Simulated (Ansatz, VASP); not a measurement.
TiO in VASP and in Ansatz

```
CELL_PARAMETERS angstrom
3.90868 0.00000 0.00000
0.00000 3.90868 0.00000
0.00000 0.00000 3.90868
ATOMIC_POSITIONS crystal
Ti 0.50000 0.50000 0.00000
Ti 0.00000 0.50000 0.50000
Ti 0.50000 0.00000 0.50000
O 0.00000 0.50000 0.00000
O 0.50000 0.00000 0.00000
O 0.00000 0.00000 0.50000
```

Alike in both runs: task single point; functional PBEsol; k mesh 10 × 10 × 10; occupations gaussian, width 0.1 eV; no spin polarisation.

|  | VASP | Ansatz |
| --- | --- | --- |
| version | VASP 6.6.1 | Ansatz 0.2.0 |
| potentials or method | VASP PAW PBE potentials, release 64 (Ti_sv, O), cutoff 520 eV | scalar-relativistic, plane waves, PAW |
| valence electrons in the cell | 54 | 54 |

```csv
,VASP,Ansatz,Ansatz less VASP
gap on the k mesh at the Fermi level (eV),none,none,-
pressure (GPa),26.5,25.9,-0.61
```

VASP's potentials were made for PBE, not for PBEsol. A gap of «none» marks a metal or a gap that the smearing closes. With one functional, cell and mesh, what is left measures potentials, basis and numerics.
